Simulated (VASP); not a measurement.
Crystal: TiMoSe4.

```xyz
6
Lattice="4.3223 0.0000 0.0000 -2.1611 3.7432 0.0000 0.0000 0.0000 8.9589" Properties=species:S:1:pos:R:3 pbc="T T T"
Ti    0.0000    0.0000    0.0000
Mo    0.0000    0.0000    4.4794
Se    0.0000    2.4955    2.8111
Se    0.0000    2.4955    6.1478
Se    2.1611    1.2477    6.1478
Se    2.1611    1.2477    2.8111
```

```yaml
Program: VASP 6.6.1
Task: relaxation of cell and atoms
Functional: PBE
Potentials_or_basis: VASP PAW PBE potentials, release 64 (Ti_sv, Mo_sv, Se)
Cutoff: 600 eV
k_mesh: 3 × 3 × 2
Occupations: gaussian, width 0.15 eV
Spin: collinear spin, ferromagnetic start
Starting_moments: "[1.0, 1.0, 0.0, 0.0, 0.0, 0.0] μB"
```

At the start: pressure 2.1 GPa; volume 24.16 Å³/atom.

Problem. Where does the relaxation end?

Solution. Over 19 steps the energy falls by 877.4 meV/atom and the volume is 18.68 Å³/atom (-22.7 %); space group P6/mmm (No. 191, to 0.05 Å); moment 0.00 μB per cell.

The path:
```csv
step,energy change (eV),largest force (eV/Å),pressure (GPa),volume (Å³)
1,0.0000,0.5294,2.07,144.95
2,-1.5054,0.0813,-5.96,150.28
3,-1.9363,0.6152,-4.01,152.15
4,-1.6282,1.5251,-5.61,153.02
5,-2.2404,4.7637,1.99,131.70
6,-2.3089,3.9359,-0.80,135.82
7,-2.9233,3.5192,-0.39,130.07
8,-3.3516,2.3661,7.77,113.40
9,-3.4876,2.8159,4.05,118.39
10,-4.4170,1.8551,-0.68,118.65
11,-5.0501,0.1377,-5.22,118.89
12,-5.1405,0.2359,-4.94,118.89
13,-5.1429,0.1890,-5.00,118.89
14,-5.1438,0.1488,-5.06,118.89
15,-5.2328,0.0148,-2.76,115.32
16,-5.2568,0.1078,-0.70,112.60
17,-5.2569,0.1174,-0.51,112.40
18,-5.2633,0.0689,-0.22,112.19
19,-5.2641,0.0439,-0.06,112.08
```

Final structure:
```yaml
crystal:
  lattice:
    - [4.80706, 0.00000, 0.00000]
    - [-2.40353, 4.16304, 0.00000]
    - [0.00000, 0.00000, 5.60074]
  atoms:
    - { symbol: Ti, position: [0.00000, 0.00000, 0.00000] }
    - { symbol: Mo, position: [0.00000, 0.00000, 0.50000] }
    - { symbol: Se, position: [0.33333, 0.66667, 0.25216] }
    - { symbol: Se, position: [0.33333, 0.66667, 0.74784] }
    - { symbol: Se, position: [0.66667, 0.33333, 0.74784] }
    - { symbol: Se, position: [0.66667, 0.33333, 0.25216] }
```

Caveat: the k points lie up to 0.56 Å⁻¹ apart in the final cell; the volume moved by over 15 % at a fixed basis, so the end points are rough; the relaxation stopped at a loose force limit of 0.08 eV/Å, so its end isn't a converged minimum.
